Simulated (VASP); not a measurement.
## ZnMo3: single point with PBE

The system is ZnMo3.

```
Zn Mo
1.0
     5.62356    0.00000    0.00000
    -2.81178    4.87015    0.00000
     0.00000    0.00000    4.51378
Zn Mo
2 6
Cartesian
  0.0000 3.2468 1.1284
  2.8118 1.6234 3.3853
  2.8118 3.2435 1.1284
  -1.4031 4.0568 3.3853
  1.4087 0.8133 1.1284
  0.0000 1.6266 3.3853
  4.2149 0.8133 1.1284
  1.4031 4.0568 3.3853
```

| Quantity | Value |
| --- | --- |
| Program | VASP 6.6.1 |
| Task | single point |
| Functional | PBE |
| Potentials or basis | VASP PAW PBE potentials, release 64 (Zn, Mo_sv) |
| Cutoff | 520 eV |
| k mesh | 6 × 6 × 4 |
| Occupations | gaussian, width 0.1 eV |
| Spin | no spin polarisation |
| Dipole correction | no |
| Further INCAR settings | ALGO = Fast; EDIFF = 1e-06; NBANDS = 64 |

```
Pressure               : -1.9 GPa
Largest force          : 1.247 eV/Å
Band gap on the k mesh : zero (bands 54 and 55 overlap by 1.05 eV)
```

Forces in eV/Å, atoms in the order of the input:
```
Zn   0.000  0.000  0.000
Zn   0.000  0.000  0.000
Mo   0.000  1.247  0.000
Mo  -1.080  0.623  0.000
Mo  -1.080 -0.623  0.000
Mo   0.000 -1.247  0.000
Mo   1.080 -0.623  0.000
Mo   1.080  0.623  0.000
```

Stress tensor (GPa, compression positive):
```
-4.12  0.00  0.00
 0.00 -4.12  0.00
 0.00  0.00  2.39
```

Levels at points of the mesh, in eV from the Fermi level:
| k point | band 52 | band 53 | band 54 | band 55 | band 56 | band 57 |
| --- | --- | --- | --- | --- | --- | --- |
| (0.00, 0.00, 0.00) | -0.66 | -0.23 | -0.23 | 0.59 | 1.44 | 1.44 |
| (0.50, 0.00, 0.00) | -0.58 | -0.33 | -0.32 | 0.22 | 0.35 | 0.80 |
| (0.00, 0.00, 0.50) | 0.69 | 0.69 | 0.69 | 0.95 | 0.95 | 0.95 |
| (0.50, 0.00, 0.50) | -0.82 | -0.69 | -0.69 | 0.46 | 0.46 | 0.86 |

Wall time 120 s on 1 thread of Intel(R) Xeon(R) 6975P-C (Granite Rapids), with other jobs on the host, peak memory 0.31 GiB.

Caveat: the stress differs along the axes, from -4 to 2 GPa; forces of over 1 eV/Å act on the atoms, so gaps and moduli don't describe the material at rest.
